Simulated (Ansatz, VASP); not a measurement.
**AlN in VASP and in Ansatz**

```
Al N
1.0
     3.08864    0.00000    0.00000
    -1.54432    2.67484    0.00000
     0.00000    0.00000    4.94308
Al N
2 2
Direct
  0.66667 0.33333 0.49901
  0.33333 0.66667 0.99901
  0.66667 0.33333 0.88099
  0.33333 0.66667 0.38099
```

Alike in both runs: task relaxation of cell and atoms; functional LDA; k mesh 10 × 10 × 4; no spin polarisation.

```csv
,VASP,Ansatz
version,VASP 6.6.1,Ansatz 0.2.0
potentials or method,"VASP PAW LDA potentials, release 64 (Al, N), cutoff 600 eV","scalar-relativistic, plane waves, PAW"
occupations,"gaussian, width 0.01 eV",fixed
valence electrons in the cell,16,16
```

|  | VASP | Ansatz | Ansatz less VASP |
| --- | --- | --- | --- |
| gap on the k mesh at the Fermi level, each at its own relaxed structure (eV) | 4.40 | 4.42 | +0.015 |
| relaxed volume (Å³/atom) | 10.24 | 10.21 | -0.027 |
| relaxed length of the cell vector where the two differ most in proportion (Å) | 4.948 | 4.943 | -0.0045 |

Ansatz warns that its potentials were made for another functional, while VASP's fit it. LDA's correlation is that of Perdew and Zunger in VASP and of Perdew and Wang (1992) in Ansatz.
